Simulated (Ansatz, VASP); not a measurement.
One calculation of Ca, two programs

```
Ca
1.0
     3.54859    0.00000    0.00000
     0.00000    3.54859    0.00000
     0.00000    0.00000    3.54859
Ca
1
Direct
  0.00000 0.00000 0.00000
```

Alike in both runs: task single point; functional PBEsol; k mesh 12 × 12 × 12; occupations gaussian, width 0.1 eV; no spin polarisation.

|  | VASP | Ansatz |
| --- | --- | --- |
| version | VASP 6.6.1 | Ansatz 0.2.0 |
| potentials or method | VASP PAW PBE potentials, release 64 (Ca_sv), cutoff 520 eV | scalar-relativistic, plane waves, PAW |
| valence electrons in the cell | 10 | 10 |

```tsv
	VASP	Ansatz	Ansatz less VASP
gap on the k mesh at the Fermi level (eV)	none	none	-
pressure (GPa)	-0.9	-0.9	0.00
```

VASP's potentials were made for PBE, not for PBEsol. A gap of «none» marks a metal or a gap that the smearing closes.
